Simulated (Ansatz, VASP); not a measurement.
## One calculation of HfC, two programs

```
CELL_PARAMETERS angstrom
0.00000 2.30366 2.30366
2.30366 0.00000 2.30366
2.30366 2.30366 0.00000
ATOMIC_POSITIONS crystal
Hf 0.00000 0.00000 0.00000
C 0.50000 0.50000 0.50000
```

Alike in both runs: functional PBEsol; k mesh 16 × 16 × 16; occupations fermi-dirac, width 0.08 eV; no spin polarisation.

Ansatz relaxed the structure, and its values are those at the end. VASP's run is a single point on that final structure, the one shown.

|  | VASP | Ansatz |
| --- | --- | --- |
| version | VASP 6.6.1 | Ansatz 0.2.0 |
| potentials or method | VASP PAW PBE potentials, release 64 (Hf_pv, C) | PAW with Ansatz's default frozen-core files, scalar-relativistic |
| plane-wave cutoff (eV) | 520 | 420 |
| valence electrons in the cell | 14 | 30 |

Ansatz gave:

| Quantity | Value |
| --- | --- |
| pressure (GPa) | 0.0 |

**Question.** What did VASP give for the same quantities?

**Answer.** Pressure (GPa): -0.4.

VASP's potentials were made for PBE, not for PBEsol. VASP's potentials hold 14 valence electrons a cell and Ansatz's 30, so a difference there can come from the potentials and not from the codes.

Spin-orbit coupling is off throughout.
